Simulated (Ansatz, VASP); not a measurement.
# One calculation of GaO, two programs

```
Ga O
1.0
     2.73613    0.00000    0.00000
    -1.36806    2.36956    0.00000
     0.00000    0.00000    4.10232
Ga O
1 1
Direct
  0.00000 0.00000 0.00000
  0.66667 0.33333 0.50000
```

Change from the starting cell: species swapped into the ZnIr type (P-6m2, No. 187).

Alike in both runs: task relaxation of cell and atoms; functional PBE; k mesh 6 × 6 × 4; occupations gaussian, width 0.1 eV; collinear spin.

|  | VASP | Ansatz |
| --- | --- | --- |
| version | VASP 6.6.1 | Ansatz 0.2.0 |
| potentials or method | VASP PAW PBE potentials, release 64 (Ga_d, O), cutoff 600 eV | scalar-relativistic, plane waves, PAW |
| valence electrons in the cell | 19 | 19 |

```tsv
	VASP	Ansatz	Ansatz less VASP
gap on the k mesh at the Fermi level, each at its own relaxed structure (eV)	none	none	-
net moment per atom (μB)	0.00	0.00	0.000
relaxed volume (Å³/atom)	11.91	11.92	+0.010
relaxed length of the cell vector where the two differ most in proportion (Å)	2.911	2.900	-0.0107
```

A gap of «none» marks a metal or a gap that the smearing closes. Ansatz's warnings: seeded moment not kept.

The k mesh is coarse, so the values compare programs but aren't converged.
